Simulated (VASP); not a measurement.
Write the native input for VASP 6.6.1 that does the following.

| Item | Value |
| --- | --- |
| Task | single point |
| Functional | PBE |
| Dispersion | D3(BJ) |
| Potentials or basis | VASP PAW PBE potentials, release 64 (Al, Ru_pv) |
| Cutoff | 520 eV |
| k mesh | 14 × 14 × 14 |
| Occupations | gaussian, width 0.1 eV |
| Spin | no spin polarisation |
| Dipole correction | no |
| Further INCAR settings | ALGO = Normal; EDIFF = 1e-07; NBANDS = 16 |

The structure of AlRu lies in POSCAR:

```
AlRu
1.0
    2.9795224413      0.0000000000      0.0000000000
    0.0000000000      2.9795224413      0.0000000000
    0.0000000000      0.0000000000      2.9795224413
Al Ru
1 1
Direct
    0.0000000000      0.0000000000      0.0000000000
    0.5000000000      0.5000000000      0.5000000000
```

One way to write it, as run:

INCAR

```
SYSTEM = AlRu
PREC = Accurate
ENCUT = 520
EDIFF = 1E-7
ISMEAR = 0
SIGMA = 0.1
LREAL = .False.
LASPH = .True.
NELM = 100
ALGO = Normal
ISIF = 2
LWAVE = .False.
LCHARG = .False.
GGA = PE
IVDW = 12
NBANDS = 16
```

KPOINTS

```
Automatic mesh
0
Gamma
  14 14 14
  0 0 0
```

Potentials or basis: VASP PAW PBE potentials, release 64 (Al, Ru_pv).

Command:

```sh
$ cat potpaw_PBE.64/Al/POTCAR potpaw_PBE.64/Ru_pv/POTCAR > POTCAR
$ mpirun -np 1 vasp_std > vasp.out
```

It gave:

```yaml
Pressure: -1.3 GPa
Dispersion_energy_per_atom: -0.522 eV
```

Caveat: three body term missing; pairwise dispersion overbinds metals, which lowers pressure and volume.

Run time: 12 s on 1 thread of Intel(R) Xeon(R) 6975P-C (Granite Rapids), with other jobs on the host, peak memory 0.18 GiB.
